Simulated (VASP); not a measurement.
A run of VASP 6.6.1:

Contents of INCAR:

```
PREC     = Accurate       # precision mode
ENCUT    = 1340           # plane-wave cutoff, eV
EDIFF    = 1E-6           # SCF threshold, eV
ISMEAR   = 0              # smearing method
SIGMA    = 0.02           # smearing width, eV
LREAL    = F              # projectors in reciprocal space
LASPH    = T              # aspherical terms in the spheres
NELM     = 120            # most SCF steps
ALGO     = Normal         # electronic algorithm
ISIF     = 2              # what is computed and relaxed
LWAVE    = F              # write WAVECAR
LCHARG   = F              # write CHGCAR
NBANDS   = 15             # bands
GGA_COMPAT= F
```

Contents of KPOINTS:

```
Automatic mesh
0
Gamma
  8 8 8
```

Contents of POSCAR:

```
CaO
1.0
    0.0000000000      2.3056779023      2.3056779023
    2.3056779023      0.0000000000      2.3056779023
    2.3056779023      2.3056779023      0.0000000000
Ca O
1 1
Direct
    0.0000000000      0.0000000000      0.0000000000
    0.5000000000      0.5000000000      0.5000000000
```

Potentials or basis: VASP PAW LDA potentials, release 64 (Ca_sv, O_h).

Run with:

```bash
$ cat potpaw_LDA.64/Ca_sv/POTCAR potpaw_LDA.64/O_h/POTCAR > POTCAR
$ mpirun -np 1 vasp_std > vasp.out
```

Hardware: 1 thread of AMD EPYC 7R13 Processor (Zen 3), on a shared host.

Task: Estimate the wall time of this run.

Result: It took 28 s on 1 thread of AMD EPYC 7R13 Processor (Zen 3), on a shared host, peak memory 0.2 GiB. Counts: scf iterations 12, k points 29.
